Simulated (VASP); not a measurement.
# VCoCl2O6 (Fm-3m) in VASP: single point with r2SCAN

Aim: the single point of VCoCl2O6 with r2SCAN.

Program: VASP 6.6.1. These are calculated values, not measurements. Logs are shortened: lines on timing, memory, paths and dates and some standing lists are left out, and cuts for length are marked.

## (1) The cell of the first run

The structure is cubic, space group Fm-3m (No. 225). Conventional cell: a = 7.613 Å, b = 7.613 Å, c = 7.613 Å, α = 90.00°, β = 90.00°, γ = 90.00°. Cl (site symmetry -43m) has 12 O at 2.69 Å and 4 Co at 3.30 Å and 4 V at 3.30 Å within 3.6 Å. Co (site symmetry m-3m) has 6 O at 1.99 Å within 2.6 Å. Within 2.4 Å of O (site symmetry 4mm) lie 1 V at 1.81 Å and 1 Co at 1.99 Å. V (site symmetry m-3m) has 6 O at 1.81 Å within 2.4 Å.

## (2) Single point, r2SCAN

Input file POSCAR:

```
VCoCl2O6
1.0
    0.0000000000      3.8062730000      3.8062730000
    3.8062730000      0.0000000000      3.8062730000
    3.8062730000      3.8062730000      0.0000000000
Cl Co O V
2 1 6 1
Direct
    0.2500000000      0.2500000000      0.2500000000
    0.7500000000      0.7500000000      0.7500000000
    0.0000000000      0.0000000000      0.0000000000
    0.7380000000      0.2620000000      0.2620000000
    0.2620000000      0.7380000000      0.2620000000
    0.2620000000      0.7380000000      0.7380000000
    0.7380000000      0.2620000000      0.7380000000
    0.2620000000      0.2620000000      0.7380000000
    0.7380000000      0.7380000000      0.2620000000
    0.5000000000      0.5000000000      0.5000000000
```

Input file INCAR.step1:

```
ALGO = Normal
EDIFF = 1E-4
ENCUT = 520
GGA = PE
ISMEAR = 0
LASPH = T
LCHARG = F
LREAL = F
LWAVE = T
NBANDS = 47
NELM = 100
PREC = Accurate
SIGMA = 0.1121
```

Input file INCAR.step2:

```
ALGO = Normal
EDIFF = 1E-7
ENCUT = 520
ISIF = 2
ISMEAR = 0
ISTART = 1
LASPH = T
LCHARG = F
LMIXTAU = T
LREAL = F
LWAVE = F
METAGGA = R2SCAN
NBANDS = 47
NELM = 100
PREC = Accurate
SIGMA = 0.1121
```

Input file KPOINTS:

```
k-points
0
Gamma
  8 8 8
```

Potentials or basis: VASP PAW PBE potentials, release 64 (Cl, Co, O, V_sv).

Command:

```console
cat potpaw_PBE.64/Cl/POTCAR potpaw_PBE.64/Co/POTCAR potpaw_PBE.64/O/POTCAR potpaw_PBE.64/V_sv/POTCAR > POTCAR
cp INCAR.step1 INCAR
mpirun -np 1 vasp_std > vasp.out
cp INCAR.step2 INCAR
mpirun -np 1 vasp_std > vasp.out
```

OUTCAR:

```text
EDIFF = 1E-7
   ENCUT = 520
   ISIF = 2
   ISMEAR = 0
   ISTART = 1
   LASPH = T
   LREAL = F
   METAGGA = R2SCAN
   NELM = 100
   PREC = Accurate

 ion  position               nearest neighbor table
   1  0.250  0.250  0.250-
   2  0.750  0.750  0.750-
   3  0.000  0.000  0.000-   4 1.99   5 1.99   6 1.99   7 1.99   8 1.99   9 1.99
   4  0.738  0.262  0.262-  10 1.81   3 1.99
   5  0.262  0.738  0.262-  10 1.81   3 1.99
   6  0.262  0.738  0.738-  10 1.81   3 1.99
   7  0.738  0.262  0.738-  10 1.81   3 1.99
   8  0.262  0.262  0.738-  10 1.81   3 1.99
   9  0.738  0.738  0.262-  10 1.81   3 1.99
  10  0.500  0.500  0.500-   4 1.81   5 1.81   6 1.81   7 1.81   8 1.81   9 1.81

  LATTYP: Found a face centered cubic cell.
 ALAT       =     7.6125460000

  Lattice vectors:

 A1 = (   0.0000000000,   3.8062730000,   3.8062730000)
 A2 = (   3.8062730000,   0.0000000000,   3.8062730000)
 A3 = (   3.8062730000,   3.8062730000,   0.0000000000)

Analysis of symmetry for initial positions (statically):
=====================================================================
 Subroutine PRICEL returns:
 Original cell was already a primitive cell.

 Routine SETGRP: Setting up the symmetry group for a
 face centered cubic supercell.

 Subroutine GETGRP returns: Found 48 space group operations
 (whereof 48 operations were pure point group operations)
 out of a pool of 48 trial point group operations.

The static configuration has the point symmetry O_h .

Analysis of symmetry for dynamics (positions and initial velocities):
=====================================================================
 Subroutine PRICEL returns:
 Original cell was already a primitive cell.

 Routine SETGRP: Setting up the symmetry group for a
 face centered cubic supercell.

 Subroutine GETGRP returns: Found 48 space group operations
 (whereof 48 operations were pure point group operations)
 out of a pool of 48 trial point group operations.

The dynamic configuration has the point symmetry O_h .

 Subroutine INISYM returns: Found 48 space group operations
 (whereof 48 operations are pure point group operations),
 and found     1 'primitive' translations

----------------------------------------------------------------------------------------
[... 114 lines left out ...]
   NFREE  =      0    steps in history (QN), initial steepest desc. (CG)
   ISIF   =      2    stress and relaxation
   ISYM   =      2    0-nonsym 1-usesym 2-fastsym
   POTIM  = 0.5000    time-step for ionic-motion
   TEBEG  =    0.0;   TEEND  =   0.0 temperature during run
   PSTRESS=    0.0 pullay stress
   NELECT =      72.0000    total number of electrons
   NUPDOWN=      -1.0000    fix difference up-down
   EMIN   =  10.00;   EMAX   =-10.00  energy-range for DOS
   EFERMI =   0.00;   METHOD = LEGACY
   ISMEAR =     0;   SIGMA  =   0.11  broadening in eV -4-tet -1-fermi 0-gaus
   EFERMI_NEDOS =   21; number of points for ismear=-14 and -15
   IALGO  =     38    algorithm
   IMIX   =      4    mixing-type and parameters
     AMIX     =   0.40;   BMIX     =  1.00
     AMIX_MAG =   1.60;   BMIX_MAG =  1.00
  volume/ion in A,a.u.               =      11.03        74.43
  Fermi-wavevector in a.u.,A,eV,Ry     =   1.420177  2.683745 27.441617  2.016902
  Thomas-Fermi vector in A             =   2.541120
   LORBIT       =      0    0 simple, 1 ext, 2 COOP (PROOUT), +10 PAW based schemes
   METAGGA = R2SCAN    functional components
   LHFCALC =     F    Hartree Fock is set to
   AEXX    =    0.0000 exact exchange contribution
   IVDW    =     0    specifies the selected vdW correction
   LEPSILON=     F    determine dielectric tensor
   LRPA    =     F    only Hartree local field effects (RPA)
 non-spin polarized calculation
 Gauss-broadening in eV      SIGMA  =   0.11
  energy-cutoff  :      520.00
  volume of cell :      110.29
 maximum number of plane-waves:      2996
   NGX = 21   NGY = 21   NGZ = 21

 number of electron      72.0000038 magnetization

 Free energy of the ion-electron system (eV)
  ---------------------------------------------------
  ext. energy  EPLUGINS =         0.00000000
  ---------------------------------------------------
  free energy    TOTEN  =       -78.22371405 eV

  energy without entropy =      -78.12437975  energy(sigma->0) =      -78.17404690

 E-fermi :   3.4771     XC(G=0): -12.0402

 val. band max:        3.4744484337   @ k =  -0.2500   0.1250   0.0000
 cond. band min:       3.4795098157   @ k =   0.5000   0.3750   0.1250
 fundamental gap:      0.0050613819
 Fermi energy:         3.4771450967

 k-point     1 :       0.0000    0.0000    0.0000
  band No.  band energies     occupation
      1     -63.9179      2.00000
      2     -36.6832      2.00000
      3     -36.6832      2.00000
      4     -36.6832      2.00000
      5     -16.2209      2.00000
      6     -14.6300      2.00000
[... 1189 lines left out ...]
     46       9.6455      0.00000
     47      15.5687      0.00000

 [... further k-points ...]

------------------------ aborting loop because EDIFF is reached ----------------------------------------

  FORCE on cell =-STRESS in cart. coord.  units (eV):
  Direction    XX          YY          ZZ          XY          YZ          ZX
  --------------------------------------------------------------------------------------
  -------------------------------------------------------------------------------------
  Total       -3.1013991     -3.1013991     -3.1013991      0.0000000      0.0000000      0.0000000
  in kB      -45.0545283    -45.0545283    -45.0545283      0.0000000      0.0000000      0.0000000
  external PRESSURE =     -45.0545283 kB  Pullay stress =       0.0000000 kB

 VOLUME and BASIS-vectors are now :
 -----------------------------------------------------------------------------
  energy-cutoff  :      520.00
  volume of cell :      110.29
      direct lattice vectors                 reciprocal lattice vectors
     0.000000000  3.806273000  3.806273000    -0.131362096  0.131362096  0.131362096
     3.806273000  0.000000000  3.806273000     0.131362096 -0.131362096  0.131362096
     3.806273000  3.806273000  0.000000000     0.131362096  0.131362096 -0.131362096

 POSITION                                       TOTAL-FORCE (eV/Angst)
 -----------------------------------------------------------------------------------
      1.90314      1.90314      1.90314         0.000000     -0.000000     -0.000000
      5.70941      5.70941      5.70941         0.000000     -0.000000     -0.000000
      0.00000      0.00000      0.00000         0.000000     -0.000000     -0.000000
      1.99449      3.80627      3.80627        -2.910578     -0.000000     -0.000000
      3.80627      1.99449      3.80627         0.000000     -2.910578     -0.000000
      5.61806      3.80627      3.80627         2.910578     -0.000000     -0.000000
      3.80627      5.61806      3.80627         0.000000      2.910578     -0.000000
      3.80627      3.80627      1.99449         0.000000     -0.000000     -2.910578
      3.80627      3.80627      5.61806         0.000000     -0.000000      2.910578
      3.80627      3.80627      3.80627         0.000000     -0.000000     -0.000000
 -----------------------------------------------------------------------------------
    total drift:                               -0.000000     -0.000000      0.000000

  FREE ENERGIE OF THE ION-ELECTRON SYSTEM (eV)
  ---------------------------------------------------
  free  energy   TOTEN  =       -78.2237140470 eV

  energy  without entropy=      -78.1243797544  energy(sigma->0) =      -78.17404690
```

OUTCAR.step1:

```text
EDIFF = 1E-4
   ENCUT = 520
   GGA = PE
   ISMEAR = 0
[... 1452 lines left out ...]
      3.80627      5.61806      3.80627         0.000000      2.988917      0.000000
      3.80627      3.80627      1.99449         0.000000      0.000000     -2.988917
      3.80627      3.80627      5.61806         0.000000      0.000000      2.988917
      3.80627      3.80627      3.80627         0.000000      0.000000      0.000000
 -----------------------------------------------------------------------------------
    total drift:                               -0.000000     -0.000000      0.000000

  FREE ENERGIE OF THE ION-ELECTRON SYSTEM (eV)
  ---------------------------------------------------
  free  energy   TOTEN  =       -51.7383186580 eV

  energy  without entropy=      -51.6385339237  energy(sigma->0) =      -51.68842629
```

OSZICAR.step1:

```text
N       E                     dE             d eps       ncg     rms          rms(c)
DAV:   1     0.823084050439E+03    0.82308E+03   -0.37399E+04  2790   0.161E+03
DAV:   2     0.894359209697E+01   -0.81414E+03   -0.74919E+03  3015   0.448E+02
DAV:   3    -0.853807396325E+02   -0.94324E+02   -0.87942E+02  3100   0.165E+02
[... 15 lines left out ...]
DAV:  19    -0.517492786647E+02   -0.54119E-02   -0.78056E-02  3872   0.300E+00    0.184E+00
DAV:  20    -0.517400738668E+02    0.92048E-02   -0.11926E-02  3802   0.116E+00    0.114E+00
DAV:  21    -0.517381329217E+02    0.19409E-02   -0.32554E-03  3437   0.667E-01    0.851E-01
DAV:  22    -0.517382762838E+02   -0.14336E-03   -0.87542E-04  3104   0.223E-01    0.769E-01
DAV:  23    -0.517383186580E+02   -0.42374E-04   -0.11524E-04  1495   0.592E-02
   1 F= -.51738319E+02 E0= -.51688426E+02  d E =-.997847E-01
```

It took 12 min on 1 thread of Intel Xeon Platinum 8259CL at 2.50GHz (Skylake/Cascade Lake), shared host; peak memory 0.35 GiB.

Results:

- Free energy: -78.2237 eV
- Pressure: -4.5 GPa
- Largest force: 2.911 eV/Å
- Band gap on the k mesh: zero (bands 36 and 37 overlap by 0.24 eV)

Forces on the atoms (eV/Å):
```
Cl   0.000  0.000  0.000
Cl   0.000  0.000  0.000
Co   0.000  0.000  0.000
O   -2.911  0.000  0.000
O    0.000 -2.911  0.000
O    2.911  0.000  0.000
O    0.000  2.911  0.000
O    0.000  0.000 -2.911
O    0.000  0.000  2.911
V    0.000  0.000  0.000
```

Levels at points of the mesh, in eV from the Fermi level:
```
           k point  band 32  band 33  band 34  band 35  band 36  band 37  band 38  band 39  band 40  band 41
(0.00, 0.00, 0.00)    -0.31    -0.31    -0.23    -0.23    -0.23     0.18     0.18     0.61     0.61     0.61
(0.50, 0.00, 0.00)    -1.08    -1.00    -0.65    -0.63    -0.01    -0.01     0.53     0.53     1.57     1.57
(0.50, 0.50, 0.00)    -1.19    -1.17    -1.17    -0.26     0.17     0.17     0.19     0.36     0.36     0.76
```

Caveat: the cell stands under tension; the PAW data sets were made with another functional, which shifts forces and pressure a little; the run has no spin polarisation, though such a crystal can be magnetic; semilocal functionals often make such compounds metallic where correlation or magnetic order opens a gap, which also shifts bond lengths. With open d or f shells a metallic result of r2SCAN can be an artefact of self-interaction; +U or a hybrid may open a gap.
